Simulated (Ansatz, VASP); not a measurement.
# ZrSi7 in VASP and in Ansatz

```
CELL_PARAMETERS angstrom
5.24347 0.00000 0.00000
0.00000 4.51065 2.61268
0.00000 -4.51065 2.61268
ATOMIC_POSITIONS crystal
Zr 0.00000 0.98784 0.98784
Si 0.74234 0.02073 0.51373
Si 0.74234 0.51373 0.02073
Si 0.74464 0.49846 0.49846
Si 0.25766 0.02073 0.51373
Si 0.25766 0.51373 0.02073
Si 0.25536 0.49846 0.49846
Si 0.50000 0.94483 0.94483
```

Change from the starting cell: the structure that the rattled cell fell into.

Alike in both runs: functional PBE; k mesh 6 × 8 × 8; occupations gaussian, width 0.1 eV; no spin polarisation.

Ansatz relaxed the structure, and its values are those at the end. VASP's run is a single point on that final structure, the one shown.

|  | VASP | Ansatz |
| --- | --- | --- |
| version | VASP 6.6.1 | Ansatz 0.2.0 |
| potentials or method | VASP PAW PBE potentials, release 64 (Zr_sv, Si), cutoff 520 eV | scalar-relativistic, plane waves, PAW |
| valence electrons in the cell | 40 | 40 |

|  | VASP | Ansatz | Ansatz less VASP |
| --- | --- | --- | --- |
| gap on the k mesh at the Fermi level (eV) | none | none | - |
| pressure (GPa) | 0.0 | 0.0 | +0.02 |

A gap of «none» marks a metal or a gap that the smearing closes.
